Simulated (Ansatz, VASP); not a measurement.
One calculation of Au, two programs

```xyz
6
Lattice="-3.3145 0.0000 0.0000 0.0000 -3.3145 0.0000 -1.1048 -1.1048 9.9436" Properties=species:S:1:pos:R:3 pbc="T T T"
Au   -1.6573   -1.6573    0.8285
Au    0.0000    0.0000    9.1148
Au   -1.6573   -1.6573    4.1430
Au    0.0000    0.0000    2.4857
Au   -1.6573   -1.6573    7.4575
Au    0.0000    0.0000    5.8003
```

Alike in both runs: task single point; functional PBEsol; k mesh 14 × 14 × 5; occupations gaussian, width 0.15 eV; no spin polarisation.

```csv
,VASP,Ansatz
version,VASP 6.6.1,Ansatz 0.2.0
potentials or method,"VASP PAW PBE potentials, release 64 (Au), cutoff 520 eV","scalar-relativistic, plane waves, PAW"
valence electrons in the cell,66,114
```

Ansatz gave:

| Item | Value |
| --- | --- |
| gap on the k mesh at the Fermi level (eV) | none |
| pressure (GPa) | 34.0 |
| traceless stress, the component that is largest in VASP (GPa) | 59.89 |
| rms of the force components (eV/Å) | 15.269 |

Task: Estimate VASP's values.

Result: gap on the k mesh at the Fermi level (eV): none; pressure (GPa): 26.5; traceless stress, the component that is largest in VASP (GPa): 49.62; rms of the force components (eV/Å): 12.642.

VASP's potentials were made for PBE, not for PBEsol. Atom by atom the forces differ by 2.626 eV/Å (rms over components). A gap of «none» marks a metal or a gap that the smearing closes. One of these differences is far larger than is usual between the two programs; its cause wasn't traced. With one functional, cell and mesh, what is left measures potentials, basis and numerics. VASP's potentials hold 66 valence electrons a cell and Ansatz's 114, so a difference there can come from the potentials and not from the codes.

Neither program's run includes spin-orbit coupling.
